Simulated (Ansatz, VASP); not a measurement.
**TaC in VASP and in Ansatz**

POSCAR

```
TaC
1.0
    0.0000000000      2.2230000000      2.2230000000
    2.2230000000      0.0000000000      2.2230000000
    2.2230000000      2.2230000000      0.0000000000
Ta C
1 1
Direct
    0.0000000000      0.0000000000      0.0000000000
    0.5000000000      0.5000000000      0.5000000000
```

The input INCAR.step1:

```
  PREC = Accurate
  ENCUT = 660
  ISMEAR = -1
  SIGMA = 0.15
  LREAL = False
  LASPH = True
  NELM = 120
  NBANDS = 14
  GGA = PE
  ALGO = Normal
  EDIFF = 1E-5
  LWAVE = True
  LCHARG = False
  GGA_COMPAT = False
```

File INCAR.step2:

```
  PREC = Accurate
  ENCUT = 660
  EDIFF = 1E-6
  ISMEAR = -1
  SIGMA = 0.15
  LREAL = False
  LASPH = True
  NELM = 120
  ALGO = Normal
  ISIF = 2
  LWAVE = False
  LCHARG = False
  METAGGA = R2SCAN
  LMIXTAU = True
  NBANDS = 14
  ISTART = 1
  GGA_COMPAT = False
```

Contents of KPOINTS:

```
Automatic mesh
0
Gamma
  9 9 9
```

Input for Ansatz:

```yaml
crystal:
  lattice:
    - [0.0, 2.223, 2.223]
    - [2.223, 0.0, 2.223]
    - [2.223, 2.223, 0.0]
  atoms:
    - { symbol: Ta, position: [0.0, 0.0, 0.0] }
    - { symbol: C, position: [0.5, 0.5, 0.5] }
basis:
  ecutwfc: 500.0
kpoints:
  mp_grid:
    grid: [9, 9, 9]
hamiltonian:
  xc: r2scan
  pseudopotentials:
    kind: paw
scf:
  occupations:
    method: fermi_dirac
    width: 0.15
output:
  forces: true
  stress: true
```

Alike in both runs: task single point; functional r2SCAN; k mesh 9 × 9 × 9; occupations fermi-dirac, width 0.15 eV; no spin polarisation.

```csv
,VASP,Ansatz
version,VASP 6.6.1,Ansatz 0.2.0
potentials or method,"VASP PAW PBE potentials, release 64 (Ta_pv, C), cutoff 660 eV","plane waves, PAW"
valence electrons in the cell,15,17
```

```csv
,VASP,Ansatz,Ansatz less VASP
pressure (GPa),5.2,4.0,-1.18
```

VASP's potentials were made for PBE, not for r2SCAN. With one functional, cell and mesh, what is left measures potentials, basis and numerics. VASP's potentials hold 15 valence electrons a cell and Ansatz's 17, so a difference there can come from the potentials and not from the codes.

Spin-orbit coupling is off throughout.
